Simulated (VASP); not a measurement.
# Na2Al2O (P-3m1) in VASP: further runs

Runs on Na2Al2O. Level: PBE. Tasks: single point, relaxation of cell and atoms.

All numbers are computed with VASP 6.6.1; they aren't measurements. Logs are shortened: lines on timing, memory, paths and dates and some standing lists are left out, and cuts for length are marked.

## (1) The cell of the first run

The structure is trigonal, space group P-3m1 (No. 164). The conventional cell has a = 3.012 Å, b = 3.012 Å, c = 11.464 Å, α = 90.00°, β = 90.00°, γ = 120.00°. Within 4.0 Å of Na (site symmetry 3m) lie 9 Na at 3.01 to 3.64 Å and 3 Al at 3.23 Å. Al (site symmetry 3m) has 3 O at 2.24 Å within 3.0 Å. O (site symmetry -3m) has 6 Al at 2.24 Å within 3.0 Å.

## (2) Single point, PBE

INCAR

```
PREC = Accurate
ENCUT = 520
EDIFF = 1E-6
ISMEAR = 0
SIGMA = 0.1
LREAL = False
LASPH = True
NELM = 100
ALGO = Normal
ISIF = 2
LWAVE = False
LCHARG = False
GGA = PE
NBANDS = 21
```

KPOINTS

```
Automatic mesh
0
Gamma
  6 6 4
```

POSCAR

```
Na2Al2O
1.0
    3.0121207813      0.0000000022      0.0000000000
   -1.5060603925      2.6085731148      0.0000000000
    0.0000000000      0.0000000000     11.4639881097
Na Al O
2 2 1
Direct
    0.6666666667      0.3333333333      0.3606969560
    0.3333333333      0.6666666667      0.6393030440
    0.6666666667      0.3333333333      0.8771936269
    0.3333333333      0.6666666667      0.1228063731
    0.0000000000      0.0000000000      0.0000000000
```

Potentials or basis: VASP PAW PBE potentials, release 64 (Na_pv, Al, O).

Command:

```sh
$ cat potpaw_PBE.64/Na_pv/POTCAR potpaw_PBE.64/Al/POTCAR potpaw_PBE.64/O/POTCAR > POTCAR
$ mpirun -np 1 vasp_std > vasp.out
```

OUTCAR:

```text
PREC = Accurate
   ENCUT = 520
   EDIFF = 1E-6
   ISMEAR = 0
   LREAL = False
   LASPH = True
   NELM = 100
   ISIF = 2
   GGA = PE

 ion  position               nearest neighbor table
   1  0.667  0.333  0.361-
   2  0.333  0.667  0.639-
   3  0.667  0.333  0.877-   5 2.24   5 2.24   5 2.24   4 3.31   4 3.31   4 3.31
   4  0.333  0.667  0.123-   5 2.24   5 2.24   5 2.24   3 3.31   3 3.31   3 3.31
   5  0.000  0.000  0.000-   3 2.24   4 2.24   4 2.24   3 2.24   3 2.24   4 2.24

  LATTYP: Found a hexagonal cell.
 ALAT       =     3.0121207813
 C/A-ratio  =     3.8059523313

  Lattice vectors:

 A1 = (   3.0121207813,   0.0000000022,   0.0000000000)
 A2 = (  -1.5060603925,   2.6085731148,   0.0000000000)
 A3 = (   0.0000000000,   0.0000000000,  11.4639881097)

Analysis of symmetry for initial positions (statically):
=====================================================================
 Subroutine PRICEL returns:
 Original cell was already a primitive cell.

 Routine SETGRP: Setting up the symmetry group for a
 hexagonal supercell.

 Subroutine GETGRP returns: Found 12 space group operations
 (whereof 12 operations were pure point group operations)
 out of a pool of 24 trial point group operations.

The static configuration has the point symmetry D_3d.

Analysis of symmetry for dynamics (positions and initial velocities):
=====================================================================
 Subroutine PRICEL returns:
 Original cell was already a primitive cell.

 Routine SETGRP: Setting up the symmetry group for a
 hexagonal supercell.

 Subroutine GETGRP returns: Found 12 space group operations
 (whereof 12 operations were pure point group operations)
 out of a pool of 24 trial point group operations.

The dynamic configuration has the point symmetry D_3d.

 Subroutine INISYM returns: Found 12 space group operations
 (whereof 12 operations are pure point group operations),
 and found     1 'primitive' translations

----------------------------------------------------------------------------------------

                                     Primitive cell

  volume of cell :      90.0764

[... 89 lines left out ...]
   LSORBIT =      F    spin-orbit coupling
   LASPH  =      T    aspherical Exc in radial PAW
   ENCUT  =  520.0 eV  38.22 Ry    6.18 a.u.   5.60  5.60 21.32*2*pi/ulx,y,z
   NELM   =    100;   NELMIN=  2; NELMDL= -5     # of ELM steps
   EDIFF  = 0.1E-05   stopping-criterion for ELM
   LREAL  =      F    real-space projection
   EDIFFG = 0.1E-04   stopping-criterion for IOM
   NSW    =      0    number of steps for IOM
   IBRION =     -1    ionic relax: 0-MD 1-quasi-New 2-CG
   NFREE  =      0    steps in history (QN), initial steepest desc. (CG)
   ISIF   =      2    stress and relaxation
   ISYM   =      2    0-nonsym 1-usesym 2-fastsym
   POTIM  = 0.5000    time-step for ionic-motion
   TEBEG  =    0.0;   TEEND  =   0.0 temperature during run
   PSTRESS=    0.0 pullay stress
   NELECT =      26.0000    total number of electrons
   NUPDOWN=      -1.0000    fix difference up-down
   EMIN   =  10.00;   EMAX   =-10.00  energy-range for DOS
   EFERMI =   0.00;   METHOD = LEGACY
   ISMEAR =     0;   SIGMA  =   0.10  broadening in eV -4-tet -1-fermi 0-gaus
   EFERMI_NEDOS =   21; number of points for ismear=-14 and -15
   IALGO  =     38    algorithm
   IMIX   =      4    mixing-type and parameters
     AMIX     =   0.40;   BMIX     =  1.00
     AMIX_MAG =   1.60;   BMIX_MAG =  1.00
  volume/ion in A,a.u.               =      18.02       121.57
  Fermi-wavevector in a.u.,A,eV,Ry     =   1.081921  2.044534 15.926343  1.170553
  Thomas-Fermi vector in A             =   2.217950
   LORBIT       =      0    0 simple, 1 ext, 2 COOP (PROOUT), +10 PAW based schemes
   GGA     = PE    functional components
   LHFCALC =     F    Hartree Fock is set to
   AEXX    =    0.0000 exact exchange contribution
   IVDW    =     0    specifies the selected vdW correction
   LEPSILON=     F    determine dielectric tensor
   LRPA    =     F    only Hartree local field effects (RPA)
 non-spin polarized calculation
 Gauss-broadening in eV      SIGMA  =   0.10
  energy-cutoff  :      520.00
  volume of cell :       90.08
 maximum number of plane-waves:      2467
 NGX is ok and might be reduce to    24
   NGX = 11   NGY = 11   NGZ = 43

 number of electron      26.0000011 magnetization

 Free energy of the ion-electron system (eV)
  ---------------------------------------------------
  ext. energy  EPLUGINS =         0.00000000
  ---------------------------------------------------
  free energy    TOTEN  =       -17.25202146 eV

  energy without entropy =      -17.23148590  energy(sigma->0) =      -17.24175368

 E-fermi :   4.8866     XC(G=0):  -8.9465

 val. band max:        4.6237466938   @ k =   0.0000   0.0000   0.0000
 cond. band min:       4.8896682295   @ k =   0.3333   0.3333   0.0000
 fundamental gap:      0.2659215357
 Fermi energy:         4.8866247068

 k-point     1 :       0.0000    0.0000    0.0000
  band No.  band energies     occupation
      1     -20.2739      2.00000
      2     -20.2436      2.00000
      3     -20.2325      2.00000
      4     -20.2325      2.00000
      5     -20.2310      2.00000
      6     -20.2310      2.00000
[... 565 lines left out ...]
     20       9.8090      0.00000
     21      10.1485      0.00000

------------------------ aborting loop because EDIFF is reached ----------------------------------------

  FORCE on cell =-STRESS in cart. coord.  units (eV):
  Direction    XX          YY          ZZ          XY          YZ          ZX
  --------------------------------------------------------------------------------------
  -------------------------------------------------------------------------------------
  Total       -0.0089179     -0.0089179      0.0291655     -0.0000000      0.0000000      0.0000000
  in kB       -0.1586214     -0.1586214      0.5187628     -0.0000000      0.0000000      0.0000000
  external PRESSURE =       0.0671733 kB  Pullay stress =       0.0000000 kB

 VOLUME and BASIS-vectors are now :
 -----------------------------------------------------------------------------
  energy-cutoff  :      520.00
  volume of cell :       90.08
      direct lattice vectors                 reciprocal lattice vectors
     3.012120781  0.000000002  0.000000000     0.331991999  0.191675670  0.000000000
    -1.506060393  2.608573115  0.000000000    -0.000000000  0.383351340  0.000000000
     0.000000000  0.000000000 11.463988110     0.000000000  0.000000000  0.087229679

 POSITION                                       TOTAL-FORCE (eV/Angst)
 -----------------------------------------------------------------------------------
      1.50606      0.86952      4.13503         0.000000      0.000000      0.005093
     -0.00000      1.73905      7.32896        -0.000000      0.000000     -0.005093
      1.50606      0.86952     10.05614        -0.000000     -0.000000      0.007618
     -0.00000      1.73905      1.40785        -0.000000     -0.000000     -0.007618
      0.00000      0.00000      0.00000        -0.000000      0.000000      0.000000
 -----------------------------------------------------------------------------------
    total drift:                                0.000000      0.000000      0.000000

  FREE ENERGIE OF THE ION-ELECTRON SYSTEM (eV)
  ---------------------------------------------------
  free  energy   TOTEN  =       -17.2520214638 eV

  energy  without entropy=      -17.2314858965  energy(sigma->0) =      -17.24175368
```

stdout:

```text
POSCAR found type information on POSCAR NaAlO
 POSCAR found :  3 types and       5 ions
 scaLAPACK will be used
 LDA part: xc-table for (Slater+PW92), standard interpolation
 POSCAR, INCAR and KPOINTS ok, starting setup
 FFT: planning ... GRIDC
 FFT: planning ... GRID_SOFT
 FFT: planning ... GRID
 WAVECAR not read
 entering main loop
```

Wall time 43 s (1 thread of AMD EPYC 7R43 (Zen 3), shared host); peak memory 0.19 GiB.

What came out:

| Quantity | Value |
| --- | --- |
| Free energy | -17.2520 eV |
| Pressure | 0.0 GPa |
| Largest force | 0.008 eV/Å |
| Band gap on the k mesh | zero (band 13 reaches 5.01 eV, above the bottom of band 14 at 2.99 eV) |

Forces on the atoms (eV/Å):
```
Na   0.000  0.000  0.005
Na   0.000  0.000 -0.005
Al   0.000  0.000  0.008
Al   0.000  0.000 -0.008
O    0.000  0.000  0.000
```

Caveat: the k points lie up to 0.40 Å⁻¹ apart.

## (3) Relaxation of cell and atoms, PBE

This run uses another cell than the first one, of 17.51 Å³/atom, 0.972 times its volume.

INCAR

```
SYSTEM = Na2Al2O
PREC     = Accurate       ! precision mode
ENCUT    = 600            ! plane-wave cutoff, eV
EDIFF    = 1E-6           ! SCF threshold, eV
ISMEAR   = 0              ! smearing method
SIGMA    = 0.1            ! smearing width, eV
LREAL    = .False.        ! projectors in reciprocal space
LASPH    = .True.         ! aspherical terms in the spheres
NELM     = 100            ! most SCF steps
ALGO     = Normal         ! electronic algorithm
ISIF     = 3              ! what is computed and relaxed
LWAVE    = .False.        ! write WAVECAR
LCHARG   = .False.        ! write CHGCAR
GGA      = PE             ! functional
IBRION   = 2              ! ionic algorithm
NSW      = 90             ! ionic steps
EDIFFG   = -0.04          ! ionic threshold
```

KPOINTS

```
Automatic mesh
0
Gamma
  6 6 4
  0 0 0
```

POSCAR

```
Na2Al2O
1.0
    4.0014590700      0.0000000000      0.0000000000
   -2.0007295400      3.4653652100      0.0000000000
    0.0000000000      0.0000000000      6.3132647900
Na Al O
2 2 1
Direct
    0.6666666700      0.3333333300      0.3564681700
    0.3333333300      0.6666666700      0.6435318300
    0.6666666700      0.3333333300      0.7393728500
    0.3333333300      0.6666666700      0.2606271500
    0.0000000000      0.0000000000      0.0000000000
```

Potentials or basis: VASP PAW PBE potentials, release 64 (Na_pv, Al, O).

Command:

```sh
$ cat potpaw_PBE.64/Na_pv/POTCAR potpaw_PBE.64/Al/POTCAR potpaw_PBE.64/O/POTCAR > POTCAR
$ mpirun -np 1 vasp_std > vasp.out
```

Wall time 11 min (1 thread of AMD EPYC 7R43 (Zen 3), shared host); peak memory 0.21 GiB.

Results (log left out):

```
Free energy                            : -16.4472 eV
Relaxed volume                         : 16.59 Å³/atom
Relaxed cell                           : a = 3.061 Å, b = 3.061 Å, c = 10.223 Å, α = 90.00°, β = 90.00°, γ = 120.00°
Space group after relaxing (to 0.05 Å) : P-3m1 (No. 164)
Energy gained by relaxing              : 1513.8 meV/atom
Ionic steps                            : 27
Pressure after relaxing                : 0.1 GPa
Largest force after relaxing           : 0.019 eV/Å
Band gap on the k mesh                 : zero (band 13 reaches 5.44 eV, above the bottom of band 14 at 3.92 eV)
```

Forces on the atoms (eV/Å):
```
Na   0.000  0.000  0.019
Na   0.000  0.000 -0.019
Al   0.000  0.000  0.011
Al   0.000  0.000 -0.011
O    0.000  0.000  0.000
```

Stress tensor (GPa, compression positive):
```
 0.18  0.00  0.00
 0.00  0.18  0.00
 0.00  0.00 -0.07
```

The path:
```
step  energy change (eV)  largest force (eV/Å)  pressure (GPa)  volume (Å³)
   1              0.0000                4.8103           16.92        87.54
   2             -2.9655                2.6584            0.49       113.09
   3             -3.3435                2.1742           -2.36       124.20
   4             -3.4073                1.5563           -5.33       148.52
   5             -3.4809                1.8339           -4.13       135.53
   6             -4.2388                1.8409           -3.82       126.33
   7             -5.3501                1.1233            2.30       101.03
   8             -5.3716                0.8305            0.34       105.15
   9             -5.3794                0.9354            1.06       103.48
  10             -5.8512                0.6756            2.04       101.19
  11             -5.9372                0.7238            3.44        99.56
  12             -6.2228                0.4486           -1.13       111.23
  13             -6.2267                0.3881           -1.98       114.70
  14             -6.4767                0.5326           -1.30       111.47
  15             -7.1495                0.7168            0.79        97.67
  16              0.3168                2.8675           31.86        59.04
  17             -7.2581                0.2508           -0.04        96.33
  18             -7.2628                0.2114           -0.12        78.65
  19             -7.4248                0.3268           -0.17        91.56
  20             -7.5261                0.3587           -0.52        85.27
  21             -7.5240                0.3926           -0.51        86.51
  22             -7.5571                0.2340            0.19        83.65
  23             -7.5584                0.2106            0.04        84.11
  24             -7.5625                0.1560           -0.88        83.41
  25             -7.5669                0.0990           -0.53        83.71
  26             -7.5523                0.2466            1.87        80.86
  27             -7.5690                0.0195            0.10        82.94
```

Final structure:
```
Na Al O
1.0
     3.06065    0.00000    0.00000
    -1.53033    2.65060    0.00000
     0.00000    0.00000   10.22345
Na Al O
2 2 1
Cartesian
  1.5303 0.8835 3.7835
  0.0000 1.7671 6.4400
  1.5303 0.8835 8.8717
  0.0000 1.7671 1.3517
  0.0000 0.0000 0.0000
```

Levels at points of the mesh, in eV from the Fermi level:
| k point | band 11 | band 12 | band 13 | band 14 | band 15 | band 16 |
| --- | --- | --- | --- | --- | --- | --- |
| (0.00, 0.00, 0.00) | -5.39 | -4.21 | -3.38 | -0.21 | 1.10 | 5.10 |
| (0.50, 0.00, 0.00) | -2.72 | -2.04 | -1.46 | -0.25 | 1.34 | 2.25 |
| (0.00, 0.00, 0.50) | -5.38 | -4.72 | -2.27 | -1.43 | 2.33 | 3.61 |
| (0.50, 0.00, 0.50) | -2.75 | -2.00 | -1.39 | -0.42 | 1.76 | 1.97 |
